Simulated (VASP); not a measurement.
A run of VASP 6.6.1 is set up as follows.

The input POSCAR:

```
GaN
1.0
    0.0000000000      2.1814686643      2.1814686643
    2.2489367673     -0.0674681030      2.2489367673
    2.2489367673      2.2489367673     -0.0674681030
Ga N
1 1
Direct
    0.0000000000      0.0000000000      0.0000000000
    0.7500000000      0.7500000000      0.7500000000
```

File INCAR.step1:

```
SYSTEM = GaN
ALGO = Normal
EDIFF = 1E-4
ENCUT = 520
GGA = PE
ISMEAR = 0
LASPH = .TRUE.
LCHARG = .FALSE.
LREAL = .FALSE.
LWAVE = .TRUE.
NBANDS = 16
NELM = 100
PREC = Accurate
SIGMA = 0.05
```

Contents of INCAR.step2:

```
SYSTEM = GaN
ALGO = Normal
EDIFF = 1E-6
ENCUT = 520
ISIF = 2
ISMEAR = 0
ISTART = 1
LASPH = .TRUE.
LCHARG = .TRUE.
LELF = .TRUE.
LMIXTAU = .TRUE.
LREAL = .FALSE.
LVHAR = .TRUE.
LWAVE = .FALSE.
METAGGA = R2SCAN
NBANDS = 16
NELM = 100
PREC = Accurate
SIGMA = 0.05
```

The input KPOINTS:

```
k-points
0
G
  10 10 10
  0 0 0
```

Potentials or basis: VASP PAW PBE potentials, release 64 (Ga_d, N).

Launch:

```sh
$ cat potpaw_PBE.64/Ga_d/POTCAR potpaw_PBE.64/N/POTCAR > POTCAR
$ cp INCAR.step1 INCAR
$ mpirun -np 1 vasp_std > vasp.out
$ cp INCAR.step2 INCAR
$ mpirun -np 1 vasp_std > vasp.out
```

Task: Predict the pressure.

Result: 1.9 GPa.

Task: What does it give for the band gap on the k mesh?

Result: 1.97 eV, direct.

Stress tensor (GPa, compression positive):
```
 1.67  0.00  0.00
 0.00  2.06 12.20
 0.00 12.20  2.06
```

Caveat: the cell differs from its parent crystal (strain -0.0600 x Voigt [0, 0, 0, 1, 0, 0]); the PAW data sets were made with another functional, which shifts forces and pressure a little.
